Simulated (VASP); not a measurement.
Wanted: the native input for a VASP 6.6.1 run.

| Quantity | Value |
| --- | --- |
| Task | electric field gradients |
| Functional | LDA |
| Potentials or basis | VASP PAW LDA potentials, release 64 (Li_sv, Pt) |
| Cutoff | 520 eV |
| k mesh | 9 × 9 × 12 |
| Occupations | fermi-dirac, width 0.03 eV |
| Spin | no spin polarisation |
| Dipole correction | no |
| Further INCAR settings | ALGO = Normal; EDIFF = 1e-08; NBANDS = 15 |

The structure of Li2Pt lies in POSCAR:

```
Li2Pt
1.0
    4.1859989866      0.0209299949      0.0209299949
   -2.0748735860      3.6147164652      0.0076609098
    0.0133050000      0.0133050000      2.6610000000
Li Pt
2 1
Direct
    0.3333333333      0.6666666667      0.5000000000
    0.6666666667      0.3333333333      0.5000000000
    0.0000000000      0.0000000000      0.0000000000
```

This cell differs from its parent crystal: equal xy, yz and zx shear strains of +1 %.

These files were run (other wordings do the same):

INCAR

```
ALGO = Normal ; EDIFF = 1E-8
ENCUT = 520 ; ISIF = 2
ISMEAR = -1 ; LASPH = True
LCHARG = False ; LEFG = True
LREAL = False ; LWAVE = False
NBANDS = 15 ; NELM = 80
PREC = Accurate ; SIGMA = 0.03
```

KPOINTS

```
k-points
0
Gamma
  9 9 12
```

Potentials or basis: VASP PAW LDA potentials, release 64 (Li_sv, Pt).

Run with:

```console
$ cat potpaw_LDA.64/Li_sv/POTCAR potpaw_LDA.64/Pt/POTCAR > POTCAR
$ mpirun -np 1 vasp_std > vasp.out
```

Results of the run:

| Item | Value |
| --- | --- |
| Largest force | 0.022 eV/Å |
| Band gap on the k mesh | zero (bands 8 and 9 overlap by 1.84 eV) |
| Largest electric field gradient by atom | Li +0.3; Pt -310.4 V/Å² |

Caveat: the cell differs from its parent crystal (equal xy, yz and zx shear strains of +1 %); without QUAD_EFG the Cq values of the log hold for a quadrupole moment of 1 mb, not for the nuclei; spin-orbit coupling is left out, which moves the levels of the heavy elements.

Run time: 3.9 min on 1 thread of Intel Xeon 8259CL, on a shared host, peak memory 0.37 GiB.
